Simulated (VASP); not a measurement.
Ge4IrW, 6 atoms in the cell. The structure is hexagonal, space group P-6m2 (No. 187). Conventional cell: a = 3.501 Å, b = 3.501 Å, c = 9.019 Å, α = 90.00°, β = 90.00°, γ = 120.00°. Within 2.9 Å of Ge (site symmetry 3m) lie 3 Ge at 2.18 Å and 1 Ir at 2.64 Å and 3 W at 2.75 Å. Within 2.9 Å of Ge (site symmetry 3m) lie 3 Ge at 2.18 Å and 1 W at 2.69 Å and 3 Ir at 2.72 Å. Ir (site symmetry -6m2) has 8 Ge at 2.64 to 2.72 Å and 6 Ir at 3.50 Å within 3.6 Å. W (site symmetry -6m2) has 8 Ge at 2.69 to 2.75 Å and 6 W at 3.50 Å within 3.6 Å. The cell was generated, and may not be a known phase.

```yaml
Program: VASP 6.6.1
Task: relaxation of cell and atoms
Functional: PBE
Potentials_or_basis: VASP PAW PBE potentials, release 64 (Ge_d, Ir, W_sv)
Cutoff: 600 eV
k_mesh: 6 × 6 × 2
Occupations: gaussian, width 0.1 eV
Spin: no spin polarisation
Dipole_correction: no
Further_INCAR_settings: ALGO = Normal; EDIFF = 1e-06; IBRION = 2; EDIFFG = -0.04; NSW = 90; ISIF = 3
```

Potentials or basis: VASP PAW PBE potentials, release 64 (Ge_d, Ir, W_sv).

Command:

```console
$ cat potpaw_PBE.64/Ge_d/POTCAR potpaw_PBE.64/Ir/POTCAR potpaw_PBE.64/W_sv/POTCAR > POTCAR
$ mpirun -np 1 vasp_std > vasp.out
```

Hardware: 1 thread of Intel(R) Xeon(R) Platinum 8559C (Emerald Rapids), on a shared host.

Task: How long does it take, and how much memory?

Result: Run time: 7.8 min on 1 thread of Intel(R) Xeon(R) Platinum 8559C (Emerald Rapids), on a shared host, peak memory 0.29 GiB. Counts: scf iterations 129, k points 14, ion steps 12.
